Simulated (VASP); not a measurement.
A run of VASP 6.6.1 is set up as follows.

The input POSCAR:

```
Bi
1.0
   -1.9546511608      1.9546511608      1.9546511608
    1.9546511608     -1.9546511608      1.9546511608
    1.9546511608      1.9546511608     -1.9546511608
Bi
1
Direct
    0.0000000000      0.0000000000      0.0000000000
```

Contents of INCAR.step1:

```
PREC     = Accurate       # precision mode
ENCUT    = 520            # plane-wave cutoff, eV
ISMEAR   = -1             # smearing method
SIGMA    = 0.05           # smearing width, eV
LREAL    = False          # projectors in reciprocal space
LASPH    = True           # aspherical terms in the spheres
NELM     = 80             # most SCF steps
NBANDS   = 14             # bands
GGA      = PE             # functional
ALGO     = Normal         # electronic algorithm
EDIFF    = 1E-4           # SCF threshold, eV
LWAVE    = True           # write WAVECAR
LCHARG   = False          # write CHGCAR
```

The input INCAR.step2:

```
PREC     = Accurate       # precision mode
ENCUT    = 520            # plane-wave cutoff, eV
EDIFF    = 1E-7           # SCF threshold, eV
ISMEAR   = -1             # smearing method
SIGMA    = 0.05           # smearing width, eV
LREAL    = False          # projectors in reciprocal space
LASPH    = True           # aspherical terms in the spheres
NELM     = 80             # most SCF steps
ALGO     = Normal         # electronic algorithm
ISIF     = 2              # what is computed and relaxed
LWAVE    = False          # write WAVECAR
LCHARG   = False          # write CHGCAR
METAGGA  = R2SCAN         # meta-GGA
LMIXTAU  = True         
NBANDS   = 14             # bands
ISTART   = 1
```

The input KPOINTS:

```
regular mesh
0
Gamma
  9 9 9
```

Potentials or basis: VASP PAW PBE potentials, release 64 (Bi_d).

Run with:

```bash
$ cat potpaw_PBE.64/Bi_d/POTCAR > POTCAR
$ cp INCAR.step1 INCAR
$ mpirun -np 1 vasp_std > vasp.out
$ cp INCAR.step2 INCAR
$ mpirun -np 1 vasp_std > vasp.out
```

(1) Predict the pressure.

## Answers

(1) 2.6 GPa.

Caveat: the PAW data sets were made with another functional, which shifts forces and pressure a little.
